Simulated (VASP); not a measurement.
Set up this calculation in VASP 6.6.1, as the native input.

| Property | Result |
| --- | --- |
| Task | single point |
| Functional | PBE |
| Potentials or basis | VASP PAW PBE potentials, release 64 (Nb_sv, C) |
| Cutoff | 520 eV |
| k mesh | 6 × 6 × 4 |
| Occupations | gaussian, width 0.1 eV |
| Spin | no spin polarisation |
| Dipole correction | no |
| Further INCAR settings | ALGO = Normal; EDIFF = 1e-06; NBANDS = 35 |

The structure of NbC3 lies in POSCAR:

```
NbC3
1.0
    4.3213502242      0.0000000000      0.0000000000
   -2.1606751121      3.7423990728      0.0000000000
    0.0000000000      0.0000000000      5.2312933309
Nb C
2 6
Direct
    0.3333333333      0.6666666667      0.2500000000
    0.6666666667      0.3333333333      0.7500000000
    0.8879013079      0.7758026158      0.2500000000
    0.1120986921      0.8879013079      0.7500000000
    0.2241973842      0.1120986921      0.2500000000
    0.1120986921      0.2241973842      0.7500000000
    0.8879013079      0.1120986921      0.2500000000
    0.7758026158      0.8879013079      0.7500000000
```

One way to write it, as run:

INCAR

```
SYSTEM = NbC3
PREC = Accurate ; ENCUT = 520
EDIFF = 1E-6 ; ISMEAR = 0
SIGMA = 0.1 ; LREAL = .False.
LASPH = .True. ; NELM = 60
ALGO = Normal ; ISIF = 2
LWAVE = .False. ; LCHARG = .True.
GGA = PE ; LELF = .True.
LVHAR = .True. ; NBANDS = 35
```

KPOINTS

```
regular mesh
0
Gamma
  6 6 4
  0 0 0
```

Potentials or basis: VASP PAW PBE potentials, release 64 (Nb_sv, C).

The run is started by

```console
$ cat potpaw_PBE.64/Nb_sv/POTCAR potpaw_PBE.64/C/POTCAR > POTCAR
$ mpirun -np 1 vasp_std > vasp.out
```

Results of the run:

```
Pressure               : 0.3 GPa
Largest force          : 0.147 eV/Å
Band gap on the k mesh : zero (bands 25 and 26 overlap by 1.84 eV)
```

It took 55 s on 1 thread of AMD EPYC 7R13 Processor (Zen 3) (shared host), peak memory 0.18 GiB.
